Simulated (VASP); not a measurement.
Wanted: the native input for a VASP 6.6.1 run.

| Quantity | Value |
| --- | --- |
| Task | single point |
| Functional | PBEsol |
| Potentials or basis | VASP PAW PBE potentials, release 64 (K_sv) |
| Cutoff | 520 eV |
| k mesh | 14 × 14 × 14 |
| Occupations | gaussian, width 0.15 eV |
| Spin | no spin polarisation |
| Dipole correction | no |
| Further INCAR settings | ALGO = Normal; EDIFF = 1e-06; NBANDS = 10 |

The structure of K lies in POSCAR:

```
K
1.0
   -2.4216500000      2.4216500000      2.6180000000
    2.4216500000     -2.4216500000      2.6180000000
    2.4216500000      2.4216500000     -2.6180000000
K
1
Direct
    0.0000000000      0.0000000000      0.0000000000
```

This cell differs from its parent crystal: strain -0.0750 x Voigt [1, 1, 0, 0, 0, 0].

These files were run (other wordings do the same):

INCAR

```
SYSTEM = K
PREC = Accurate
ENCUT = 520
EDIFF = 1E-6
ISMEAR = 0
SIGMA = 0.15
LREAL = .FALSE.
LASPH = .TRUE.
NELM = 100
ALGO = Normal
ISIF = 2
LWAVE = .FALSE.
LCHARG = .FALSE.
GGA = PS
NBANDS = 10
```

KPOINTS

```
regular mesh
0
G
  14 14 14
  0 0 0
```

Potentials or basis: VASP PAW PBE potentials, release 64 (K_sv).

The run is started by

```console
$ cat potpaw_PBE.64/K_sv/POTCAR > POTCAR
$ mpirun -np 1 vasp_std > vasp.out
```

Results of the run:

| Quantity | Value |
| --- | --- |
| Pressure | 0.7 GPa |

Caveat: the cell differs from its parent crystal (strain -0.0750 x Voigt [1, 1, 0, 0, 0, 0]); the PAW data sets were made with another functional, which shifts forces and pressure a little.

Wall time 63 s on 1 thread of Intel(R) Xeon(R) Platinum 8124M CPU @ 3.00GHz (Skylake/Cascade Lake), with other jobs on the host, peak memory 0.27 GiB.
